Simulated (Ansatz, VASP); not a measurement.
**Ta2Br in VASP and in Ansatz**

The input INCAR:

```
SYSTEM = Ta2Br
ALGO = Normal
EDIFF = 1E-7
ENCUT = 520
GGA = PE
ISIF = 2
ISMEAR = 0
LASPH = .True.
LCHARG = .False.
LREAL = .False.
LWAVE = .False.
NBANDS = 38
NELM = 100
PREC = Accurate
SIGMA = 0.1
```

The input KPOINTS:

```
k-points
0
Gamma
  4 4 4
  0 0 0
```

Contents of POSCAR:

```
Ta2Br
1.0
    0.0000000000      3.9907766203      3.9907766203
    3.9907766203      0.0000000000      3.9907766203
    3.9907766203      3.9907766203      0.0000000000
Ta Br
4 2
Direct
    0.6250000000      0.6250000000      0.6250000000
    0.1250000000      0.6250000000      0.6250000000
    0.6250000000      0.6250000000      0.1250000000
    0.6250000000      0.1250000000      0.6250000000
    0.0000000000      0.0000000000      0.0000000000
    0.2500000000      0.2500000000      0.2500000000
```

Input for Ansatz:

```yaml
crystal:
  lattice:
    - [0.0, 3.9907766203, 3.9907766203]
    - [3.9907766203, 0.0, 3.9907766203]
    - [3.9907766203, 3.9907766203, 0.0]
  atoms:
    - { symbol: Ta, position: [0.625, 0.625, 0.625] }
    - { symbol: Ta, position: [0.125, 0.625, 0.625] }
    - { symbol: Ta, position: [0.625, 0.625, 0.125] }
    - { symbol: Ta, position: [0.625, 0.125, 0.625] }
    - { symbol: Br, position: [0.0, 0.0, 0.0] }
    - { symbol: Br, position: [0.25, 0.25, 0.25] }
basis:
  ecutwfc: 420
kpoints:
  mp_grid: { grid: [4, 4, 4] }
hamiltonian:
  xc: pbe
scf:
  occupations: { method: gaussian, width: 0.1 }
  lower_state_search: "off"
output:
  forces: true
  stress: true
  eigenvalues: true
```

Alike in both runs: task single point; functional PBE; k mesh 4 × 4 × 4; occupations gaussian, width 0.1 eV; no spin polarisation.

|  | VASP | Ansatz |
| --- | --- | --- |
| version | VASP 6.6.1 | Ansatz 0.2.0 |
| potentials or method | VASP PAW PBE potentials, release 64 (Ta_pv, Br), cutoff 520 eV | scalar-relativistic, plane waves, PAW |
| valence electrons in the cell | 58 | 66 |

|  | VASP | Ansatz | Ansatz less VASP |
| --- | --- | --- | --- |
| gap on the k mesh at the Fermi level (eV) | none | none | - |
| pressure (GPa) | 1.7 | 1.7 | -0.04 |

A gap of «none» marks a metal or a gap that the smearing closes. VASP's potentials hold 58 valence electrons a cell and Ansatz's 66, so a difference there can come from the potentials and not from the codes.

Spin-orbit coupling is off throughout.
